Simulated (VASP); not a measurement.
A run of VASP 6.6.1:

INCAR

```
SYSTEM = Pb
  PREC = Accurate
  ENCUT = 520
  EDIFF = 1E-6
  ISMEAR = 0
  SIGMA = 0.1
  LREAL = .FALSE.
  LASPH = .TRUE.
  NELM = 80
  ALGO = Fast
  ISIF = 2
  LWAVE = .FALSE.
  LCHARG = .FALSE.
  GGA = PS
  NBANDS = 13
```

Contents of KPOINTS:

```
regular mesh
0
G
  14 14 14
  0 0 0
```

File POSCAR:

```
Pb
1.0
    0.0000000000      2.4671103909      2.4671103909
    2.4671103909      0.0000000000      2.4671103909
    2.4671103909      2.4671103909      0.0000000000
Pb
1
Direct
    0.0000000000      0.0000000000      0.0000000000
```

Potentials or basis: VASP PAW PBE potentials, release 64 (Pb_d).

Launch:

```console
$ cat potpaw_PBE.64/Pb_d/POTCAR > POTCAR
$ mpirun -np 1 vasp_std > vasp.out
```

Hardware: 1 thread of Intel(R) Xeon(R) Platinum 8259CL CPU @ 2.50GHz (Skylake/Cascade Lake), on a shared host.

Question: How long does it take, and how much memory?

Answer: Run time: 48 s on 1 thread of Intel(R) Xeon(R) Platinum 8259CL CPU @ 2.50GHz (Skylake/Cascade Lake), with other jobs on the host, peak memory 0.17 GiB. Counts: scf iterations 13, k points 104.
